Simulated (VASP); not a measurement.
A run of VASP 6.6.1 is set up as follows.

File INCAR:

```
SYSTEM = KNiF3
ALGO = Normal
EDIFF = 1E-6
ENCUT = 700
GGA = PS
GGA_COMPAT = .FALSE.
ISIF = 2
ISMEAR = 0
ISPIN = 2
LASPH = .TRUE.
LCHARG = .FALSE.
LDAU = .TRUE.
LDAUJ = 0 0.7 0
LDAUL = -1 2 -1
LDAUPRINT = 1
LDAUTYPE = 1
LDAUU = 0 4 0
LMAXMIX = 4
LORBIT = 11
LREAL = .FALSE.
LWAVE = .FALSE.
MAGMOM = 0 1.92 0.04 0.04 0.07
NBANDS = 36
NELM = 200
PREC = Accurate
SIGMA = 0.05
```

Contents of KPOINTS:

```
k-points
0
G
  5 5 5
  0 0 0
```

POSCAR

```
KNiF3
1.0
    4.0000000000      0.0000000000      0.0000000000
    0.0000000000      4.0000000000      0.0000000000
    0.0000000000      0.0000000000      4.0000000000
K Ni F
1 1 3
Direct
    0.0000000000      0.0000000000      0.0000000000
    0.5000000000      0.5000000000      0.5000000000
    0.5000000000      0.5000000000      0.0000000000
    0.0000000000      0.5000000000      0.5000000000
    0.5000000000      0.0000000000      0.5000000000
```

Potentials or basis: VASP PAW PBE potentials, release 64 (K_sv, Ni_sv_GW, F).

Launch:

```bash
$ cat potpaw_PBE.64/K_sv/POTCAR potpaw_PBE.64/Ni_sv_GW/POTCAR potpaw_PBE.64/F/POTCAR > POTCAR
$ mpirun -np 1 vasp_std > vasp.out
```

(1) Estimate the net moment.

(2) What does it give for the pressure?

(3) Estimate the site moments.

Answers

(1) 2.00 μB per cell.

(2) 0.2 GPa.

(3) K -0.00; Ni +1.80; F +0.06 μB.

Caveat: the PAW data sets were made with another functional, which shifts forces and pressure a little; a cell with one magnetic atom can't hold antiferromagnetic order, which such compounds often take.
